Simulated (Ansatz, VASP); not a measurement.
## One calculation of ZnS, two programs

```
Zn S
1.0
     3.73823    0.00000    0.00000
    -1.86912    3.23740    0.00000
     0.00000    0.00000    6.17371
Zn S
2 2
Direct
  0.33333 0.66667 0.00559
  0.66667 0.33333 0.50559
  0.33333 0.66667 0.37941
  0.66667 0.33333 0.87941
```

Change from the starting cell: z stretched by +0.5 %, x and y held.

Alike in both runs: task relaxation of the atoms; functional LDA; k mesh 6 × 6 × 4; no spin polarisation.

|  | VASP | Ansatz |
| --- | --- | --- |
| version | VASP 6.6.1 | Ansatz 0.2.0 |
| potentials or method | VASP PAW LDA potentials, release 64 (Zn, S), cutoff 520 eV | all-electron LAPW, scalar-relativistic |
| occupations | gaussian, width 0.01 eV | fixed |

```csv
,VASP,Ansatz,Ansatz less VASP
"gap on the k mesh at the Fermi level, each at its own relaxed structure (eV)",2.18,2.15,-0.032
```

LDA's correlation is that of Perdew and Zunger in VASP and of Perdew and Wang (1992) in Ansatz. Ansatz ran all-electron here, and VASP with PAW potentials.
